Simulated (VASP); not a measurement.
In3SbAs2:

```
CELL_PARAMETERS angstrom
4.17486 0.00000 0.00000
-2.08743 3.61553 0.00000
0.00000 0.00000 10.22628
ATOMIC_POSITIONS crystal
In 0.00000 0.00000 0.00000
In 0.33333 0.66667 0.66667
In 0.66667 0.33333 0.33333
Sb 0.33333 0.66667 0.41667
As 0.00000 0.00000 0.75000
As 0.66667 0.33333 0.08333
```

```yaml
Program: VASP 6.6.1
Task: relaxation of cell and atoms
Functional: PBE
Potentials_or_basis: VASP PAW PBE potentials, release 64 (In_d, Sb, As)
Cutoff: 600 eV
k_mesh: 6 × 6 × 2
Occupations: gaussian, width 0.1 eV
Spin: no spin polarisation
```

At the start: pressure 16.3 GPa; volume 25.73 Å³/atom.

Question: Where does the relaxation end?

Answer: Over 10 steps the energy falls by 286.1 meV/atom and the volume is 31.90 Å³/atom (+24.0 %); space group P3m1 (No. 156, to 0.1 Å) before and after.

Step by step:
| step | energy change (eV) | largest force (eV/Å) | pressure (GPa) | volume (Å³) |
| --- | --- | --- | --- | --- |
| 1 | 0.0000 | 1.5830 | 16.27 | 154.36 |
| 2 | -1.2397 | 0.2183 | -4.30 | 220.38 |
| 3 | -1.6568 | 0.5359 | -0.14 | 192.78 |
| 4 | -1.6564 | 0.5236 | -0.37 | 193.61 |
| 5 | -1.6798 | 0.3440 | -0.26 | 193.06 |
| 6 | -1.7050 | 0.4086 | 0.03 | 191.40 |
| 7 | -1.7056 | 0.3800 | -0.03 | 191.64 |
| 8 | -1.7147 | 0.1178 | 0.05 | 191.12 |
| 9 | -1.7147 | 0.1164 | 0.06 | 191.09 |
| 10 | -1.7164 | 0.0131 | -0.02 | 191.41 |

Final structure:
```
In Sb As
1.0
     4.48542    0.00000    0.00000
    -2.24271    3.88449    0.00000
     0.00000    0.00000   10.98554
In Sb As
3 1 2
Direct
  0.00000 0.00000 0.00017
  0.33333 0.66667 0.67927
  0.66667 0.33333 0.31984
  0.33333 0.66667 0.41837
  0.00000 0.00000 0.75588
  0.66667 0.33333 0.07647
```

Caveat: the volume moved by over 15 % at a fixed basis, so the end points are rough.
